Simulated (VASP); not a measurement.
Crystal: Tl2As.

```xyz
3
Lattice="-1.8801 1.8801 6.1172 1.8801 -1.8801 6.1172 1.8801 1.8801 -6.1172" Properties=species:S:1:pos:R:3 pbc="T T T"
Tl    0.0000    0.0000    4.1597
Tl    0.0000    0.0000    8.0747
As    0.0000    0.0000    0.0000
```

```yaml
Program: VASP 6.6.1
Task: relaxation of cell and atoms
Functional: PBE
Potentials_or_basis: VASP PAW PBE potentials, release 64 (Tl_d, As)
Cutoff: 600 eV
k_mesh: 6 × 6 × 6
Occupations: gaussian, width 0.1 eV
Spin: no spin polarisation
```

At the start: pressure -1.5 GPa; volume 28.83 Å³/atom.

Task: How do energy, volume and symmetry change on relaxing?

Result: Over 8 steps the energy falls by 71.2 meV/atom and the volume is 28.81 Å³/atom (-0.1 %); space group I4/mmm (No. 139, to 0.05 Å).

The path:
| step | energy change (eV) | largest force (eV/Å) | pressure (GPa) | volume (Å³) |
| --- | --- | --- | --- | --- |
| 1 | 0.0000 | 0.6748 | -1.47 | 86.49 |
| 2 | -0.0656 | 0.5697 | -0.25 | 83.22 |
| 3 | -0.0949 | 0.3614 | 1.65 | 79.64 |
| 4 | -0.1428 | 0.2209 | 1.41 | 80.62 |
| 5 | -0.1987 | 0.0457 | 1.25 | 82.80 |
| 6 | -0.2007 | 0.1136 | 1.37 | 83.39 |
| 7 | -0.2102 | 0.1132 | -0.60 | 88.09 |
| 8 | -0.2137 | 0.0386 | 0.04 | 86.42 |

Final structure:
```
Tl As
1.0
    -1.80388    1.80388    6.63939
     1.80388   -1.80388    6.63939
     1.80388    1.80388   -6.63939
Tl As
2 1
Direct
  0.35833 0.35833 0.00000
  0.64167 0.64167 0.00000
  0.00000 0.00000 0.00000
```

Caveat: the k points lie up to 0.41 Å⁻¹ apart in the final cell.
